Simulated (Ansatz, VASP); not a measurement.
## CO: VASP beside Ansatz

```xyz
2
Lattice="5.3648 0.0000 0.0000 0.0000 5.3648 0.0000 0.0000 0.0000 24.2820" Properties=species:S:1:pos:R:3 pbc="T T T"
C     0.0356    1.3411   15.2393
O     0.0585    1.3406   16.4116
```

Alike in both runs: task single point; functional PBE; dispersion D3(BJ); k mesh 4 × 4 × 1; occupations gaussian, width 0.1 eV; no spin polarisation.

```csv
,VASP,Ansatz
version,VASP 6.6.1,Ansatz 0.2.0
potentials or method,"VASP PAW PBE potentials, release 64 (C, O), cutoff 520 eV","scalar-relativistic, plane waves, PAW"
valence electrons in the cell,10,10
```

```csv
,VASP,Ansatz,Ansatz less VASP
gap on the k mesh at the Fermi level (eV),6.55,6.56,+0.005
rms of the force components (eV/Å),1.727,2.142,+0.4148
```

Atom by atom the forces differ by 0.415 eV/Å (rms over components).

Noted on VASP's run: the standard files for N, O and F lose accuracy on very short bonds.
